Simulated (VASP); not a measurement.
Set up this calculation in VASP 6.6.1, as the native input.

* Task: single point
* Functional: PBE
* Potentials or basis: VASP PAW PBE potentials, release 64 (Zn, F)
* Cutoff: 520 eV
* k mesh: 10 × 10 × 18
* Occupations: gaussian, width 0.1 eV
* Spin: no spin polarisation
* Dipole correction: no
* Further INCAR settings: ALGO = Fast; EDIFF = 1e-06; NBANDS = 30

The structure of Zn3F lies in POSCAR:

```
Zn3F
1.0
    4.8895801977      0.0000000000      0.0000000000
    0.0000000000      4.8895801977      0.0000000000
    0.0000000000      0.0000000000      2.6378871245
Zn F
3 1
Direct
    0.0000000000      0.0000000000      0.5000000000
    0.0000000000      0.5000000000      0.5000000000
    0.5000000000      0.0000000000      0.5000000000
    0.5000000000      0.5000000000      0.0000000000
```

The cell was generated, and may not be a known phase.

One way to write it, as run:

INCAR

```
PREC = Accurate ; ENCUT = 520
EDIFF = 1E-6 ; ISMEAR = 0
SIGMA = 0.1 ; LREAL = False
LASPH = True ; NELM = 80
ALGO = Fast ; ISIF = 2
LWAVE = False ; LCHARG = False
GGA = PE ; NBANDS = 30
```

KPOINTS

```
regular mesh
0
Gamma
  10 10 18
```

Potentials or basis: VASP PAW PBE potentials, release 64 (Zn, F).

Command:

```sh
$ cat potpaw_PBE.64/Zn/POTCAR potpaw_PBE.64/F/POTCAR > POTCAR
$ mpirun -np 1 vasp_std > vasp.out
```

It gave:

```json
{
  "Pressure": "0.1 GPa",
  "Band gap on the k mesh": "zero (an odd number of electrons rules out a gap without spin polarisation)"
}
```

Caveat: an odd number of electrons without spin polarisation forces a metal; a magnetic or distorted state may lie lower.

Wall time 3.9 min on 1 thread of Oxide Virtual Turin-like Processor, on a shared host, peak memory 0.36 GiB.
